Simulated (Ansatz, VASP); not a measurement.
**Si2Sn3: VASP beside Ansatz**

Contents of INCAR:

```
SYSTEM = Si2Sn3
PREC     = Accurate       ! precision mode
ENCUT    = 600            ! plane-wave cutoff, eV
EDIFF    = 1E-6           ! SCF threshold, eV
ISMEAR   = 0              ! smearing method
SIGMA    = 0.1            ! smearing width, eV
LREAL    = .False.        ! projectors in reciprocal space
LASPH    = .True.         ! aspherical terms in the spheres
NELM     = 100            ! most SCF steps
ALGO     = Fast           ! electronic algorithm
ISIF     = 3              ! what is computed and relaxed
LWAVE    = .False.        ! write WAVECAR
LCHARG   = .False.        ! write CHGCAR
GGA      = PE             ! functional
IBRION   = 2              ! ionic algorithm
NSW      = 90             ! ionic steps
EDIFFG   = -0.04          ! ionic threshold
```

File KPOINTS:

```
Automatic mesh
0
Gamma
  6 6 1
  0 0 0
```

File POSCAR:

```
Si2Sn3
1.0
    3.2068471300      0.0000000000      0.0000000000
   -1.6034235600      2.7772110800      0.0000000000
    0.0000000000      0.0000000000     25.7367025700
Si Sn
4 6
Direct
    0.3333333300      0.6666666700      0.0500000000
    0.3333333300      0.6666666700      0.4500000000
    0.6666666700      0.3333333300      0.5500000000
    0.6666666700      0.3333333300      0.9500000000
    0.3333333300      0.6666666700      0.2500000000
    0.3333333300      0.6666666700      0.6500000000
    0.3333333300      0.6666666700      0.8500000000
    0.6666666700      0.3333333300      0.1500000000
    0.6666666700      0.3333333300      0.3500000000
    0.6666666700      0.3333333300      0.7500000000
```

Input for Ansatz:

```yaml
crystal:
  lattice:
    - [3.20684713, 0.0, 0.0]
    - [-1.60342356, 2.77721108, 0.0]
    - [0.0, 0.0, 25.73670257]
  atoms:
    - { symbol: Si, position: [0.33333333, 0.66666667, 0.05] }
    - { symbol: Si, position: [0.33333333, 0.66666667, 0.45] }
    - { symbol: Si, position: [0.66666667, 0.33333333, 0.55] }
    - { symbol: Si, position: [0.66666667, 0.33333333, 0.95] }
    - { symbol: Sn, position: [0.33333333, 0.66666667, 0.25] }
    - { symbol: Sn, position: [0.33333333, 0.66666667, 0.65] }
    - { symbol: Sn, position: [0.33333333, 0.66666667, 0.85] }
    - { symbol: Sn, position: [0.66666667, 0.33333333, 0.15] }
    - { symbol: Sn, position: [0.66666667, 0.33333333, 0.35] }
    - { symbol: Sn, position: [0.66666667, 0.33333333, 0.75] }
basis:
  ecutwfc: 420
kpoints:
  mp_grid: { grid: [6, 6, 1] }
hamiltonian:
  xc: pbe
scf:
  occupations: { method: gaussian, width: 0.1 }
  lower_state_search: "off"
output:
  forces: true
  stress: true
  eigenvalues: true
relax:
  adjacent_minimum: "off"
  f_tol: 0.04
  max_steps: 70
  cell: { stress_tol: 0.4 }
```

Alike in both runs: task relaxation of cell and atoms; functional PBE; k mesh 6 × 6 × 1; occupations gaussian, width 0.1 eV; no spin polarisation.

|  | VASP | Ansatz |
| --- | --- | --- |
| version | VASP 6.6.1 | Ansatz 0.2.0 |
| potentials or method | VASP PAW PBE potentials, release 64 (Si, Sn_d), cutoff 600 eV | scalar-relativistic, plane waves, PAW |
| valence electrons in the cell | 100 | 100 |

VASP gave:

- gap on the k mesh at the Fermi level, each at its own relaxed structure (eV): none
- relaxed volume (Å³/atom): 24.30
- relaxed length of the cell vector where the two differ most in proportion (Å): 20.898

Task: What did Ansatz give for the same quantities?

Result: gap on the k mesh at the Fermi level, each at its own relaxed structure (eV): none; relaxed volume (Å³/atom): 24.29; relaxed length of the cell vector where the two differ most in proportion (Å): 20.945.

A gap of «none» marks a metal or a gap that the smearing closes.

The k mesh is coarse, so the values compare programs but aren't converged.
